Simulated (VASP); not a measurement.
Set up this calculation in VASP 6.6.1, as the native input.

```yaml
Task: electric field gradients
Functional: r2SCAN
Potentials_or_basis: VASP PAW PBE potentials, release 64 (Sn_d, Se)
Cutoff: 520 eV
k_mesh: 8 × 8 × 4
Occupations: fermi-dirac, width 0.02 eV
Spin: no spin polarisation
Dipole_correction: no
Further_INCAR_settings: ALGO = Normal; EDIFF = 1e-08; NBANDS = 20
```

SnSe2:

```
Sn Se
1.0
     3.84090    0.00000    0.00000
    -1.92045    3.32632    0.00000
     0.00000    0.00000    6.52642
Sn Se
1 2
Direct
  0.00000 0.00000 0.00000
  0.33333 0.66667 0.24113
  0.66667 0.33333 0.75887
```

One way to write it, as run:

POSCAR

```
SnSe2
1.0
    3.8409046798      0.0000000000      0.0000000000
   -1.9204523399      3.3263210263      0.0000000000
    0.0000000000      0.0000000000      6.5264200330
Sn Se
1 2
Direct
    0.0000000000      0.0000000000      0.0000000000
    0.3333333333      0.6666666667      0.2411266802
    0.6666666667      0.3333333333      0.7588733198
```

INCAR.step1

```
ALGO = Normal
EDIFF = 1E-4
ENCUT = 520
GGA = PE
ISMEAR = -1
LASPH = T
LCHARG = F
LREAL = F
LWAVE = T
NBANDS = 20
NELM = 100
PREC = Accurate
SIGMA = 0.02
```

INCAR.step2

```
ALGO = Normal
EDIFF = 1E-8
ENCUT = 520
ISIF = 2
ISMEAR = -1
ISTART = 1
LASPH = T
LCHARG = F
LEFG = T
LMIXTAU = T
LREAL = F
LWAVE = F
METAGGA = R2SCAN
NBANDS = 20
NELM = 100
PREC = Accurate
SIGMA = 0.02
```

KPOINTS

```
k-points
0
Gamma
  8 8 4
```

Potentials or basis: VASP PAW PBE potentials, release 64 (Sn_d, Se).

Run with:

```console
$ cat potpaw_PBE.64/Sn_d/POTCAR potpaw_PBE.64/Se/POTCAR > POTCAR
$ cp INCAR.step1 INCAR
$ mpirun -np 1 vasp_std > vasp.out
$ cp INCAR.step2 INCAR
$ mpirun -np 1 vasp_std > vasp.out
```

It gave:

- Pressure: 0.0 GPa
- Largest force: 0.012 eV/Å
- Band gap on the k mesh: 1.03 eV, indirect (least direct gap 1.46 eV)

Caveat: without QUAD_EFG the Cq values of the log hold for a quadrupole moment of 1 mb, not for the nuclei; the PAW data sets were made with another functional, which shifts forces and pressure a little; spin-orbit coupling is left out, which moves the levels of the heavy elements.

It took 4.2 min on 1 thread of Intel(R) Xeon(R) Platinum 8488C (Sapphire Rapids), on a shared host, peak memory 0.24 GiB.
